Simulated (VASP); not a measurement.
**Be4H: relaxation of cell and atoms with PBE**

The system is Be4H.

```xyz
5
Lattice="2.2244 0.0000 0.0000 -1.1122 1.9264 0.0000 0.0000 0.0000 8.4329" Properties=species:S:1:pos:R:3 pbc="T T T"
Be    0.0000    1.2843    6.9849
Be    0.0000    1.2843    3.3064
Be    1.1122    0.6421    1.4479
Be    1.1122    0.6421    5.1265
H     0.0000    0.0000    0.0000
```

The cell was generated, and may not be a known phase.

| Quantity | Value |
| --- | --- |
| Program | VASP 6.6.1 |
| Task | relaxation of cell and atoms |
| Functional | PBE |
| Potentials or basis | VASP PAW PBE potentials, release 64 (Be, H) |
| Cutoff | 600 eV |
| k mesh | 18 × 18 × 6 |
| Occupations | gaussian, width 0.1 eV |
| Spin | no spin polarisation |
| Dipole correction | no |
| Further INCAR settings | ALGO = Normal; EDIFF = 1e-07; IBRION = 2; EDIFFG = -0.01; NSW = 100; ISIF = 3 |

| Item | Value |
| --- | --- |
| Relaxed volume | 7.25 Å³/atom |
| Relaxed cell | a = 2.223 Å, b = 2.223 Å, c = 8.472 Å, α = 90.00°, β = 90.00°, γ = 120.00° |
| Space group after relaxing (to 0.1 Å) | P-3m1 (No. 164) |
| Energy gained by relaxing | 0.1 meV/atom |
| Ionic steps | 3 |
| Pressure after relaxing | -0.1 GPa |
| Largest force after relaxing | 0.007 eV/Å |
| Band gap on the k mesh | zero (an odd number of electrons rules out a gap without spin polarisation) |

Forces in eV/Å, atoms in the order of the input:
```
Be   0.000  0.000  0.006
Be   0.000  0.000  0.007
Be   0.000  0.000 -0.006
Be   0.000  0.000 -0.007
H    0.000  0.000  0.000
```

Stress tensor (GPa, compression positive):
```
-0.13  0.00  0.00
 0.00 -0.13  0.00
 0.00  0.00 -0.05
```

The path:
```tsv
step	energy change (eV)	largest force (eV/Å)	pressure (GPa)	volume (Å³)
1	0.0000	0.0167	0.31	36.14
2	-0.0006	0.0029	0.07	36.21
3	-0.0007	0.0068	-0.10	36.26
```

Final structure:
```xyz
5
Lattice="2.2232 0.0000 0.0000 -1.1116 1.9253 0.0000 0.0000 0.0000 8.4719" Properties=species:S:1:pos:R:3 pbc="T T T"
Be    0.0000    1.2835    7.0168
Be    0.0000    1.2835    3.3203
Be    1.1116    0.6418    1.4551
Be    1.1116    0.6418    5.1516
H    -1.1116    1.9253    0.0000
```

Levels at points of the mesh, in eV from the Fermi level:
```csv
k point,band 3,band 4,band 5,band 6,band 7,band 8
"(0.00, 0.00, 0.00)",-9.44,-6.08,-3.12,4.58,4.91,14.74
"(0.50, 0.00, 0.00)",-3.47,-2.64,-0.24,1.58,3.32,3.55
"(0.00, 0.00, 0.50)",-8.29,-7.34,-1.69,1.45,9.93,10.00
"(0.50, 0.00, 0.50)",-2.90,-2.76,-0.23,1.84,2.66,2.74
```

Wall time 68 s on 1 thread of AMD EPYC 9R45 96-Core Processor (Zen 5) (shared host), peak memory 0.18 GiB.
